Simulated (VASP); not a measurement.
Set up this calculation in VASP 6.6.1, as the native input.

- Task: relaxation of cell and atoms
- Functional: PBEsol
- Potentials or basis: VASP PAW PBE potentials, release 64 (In_d, Pd)
- Cutoff: 600 eV
- k mesh: 7 × 7 × 7
- Occupations: methfessel-paxton, width 0.1 eV
- Spin: no spin polarisation
- Dipole correction: no
- Further INCAR settings: ALGO = Normal; EDIFF = 1e-06; IBRION = 2; EDIFFG = -0.02; NSW = 80; ISIF = 3

The structure of InPd lies in POSCAR:

```
InPd
1.0
    3.2700000000      0.0000000000      0.0000000000
    0.0000000000      3.2700000000      0.0000000000
    0.0000000000      0.0000000000      3.2700000000
In Pd
1 1
Direct
    0.0000000000      0.0000000000      0.0000000000
    0.5000000000      0.5000000000      0.5000000000
```

These files were run (other wordings do the same):

INCAR

```
PREC = Accurate
ENCUT = 600
EDIFF = 1E-6
ISMEAR = 1
SIGMA = 0.1
LREAL = False
LASPH = True
NELM = 80
ALGO = Normal
ISIF = 3
LWAVE = False
LCHARG = False
GGA = PS
IBRION = 2
NSW = 80
EDIFFG = -0.02
```

KPOINTS

```
Automatic mesh
0
Gamma
  7 7 7
```

Potentials or basis: VASP PAW PBE potentials, release 64 (In_d, Pd).

Command:

```bash
$ cat potpaw_PBE.64/In_d/POTCAR potpaw_PBE.64/Pd/POTCAR > POTCAR
$ mpirun -np 1 vasp_std > vasp.out
```

It gave:

The relaxed volume is 17.18 Å³/atom and the relaxed cell is a = 3.251 Å, b = 3.251 Å, c = 3.251 Å, α = 90.00°, β = 90.00°, γ = 90.00°. The space group after relaxing (to 0.05 Å) is Pm-3m (No. 221), the energy gained by relaxing is 2.1 meV/atom and the ionic steps are 3. The pressure after relaxing is 0.0 GPa.

Caveat: the PAW data sets were made with another functional, which shifts forces and pressure a little.

It took 42 s on 1 thread of Intel Xeon 8259CL, with other jobs on the host, peak memory 0.17 GiB.
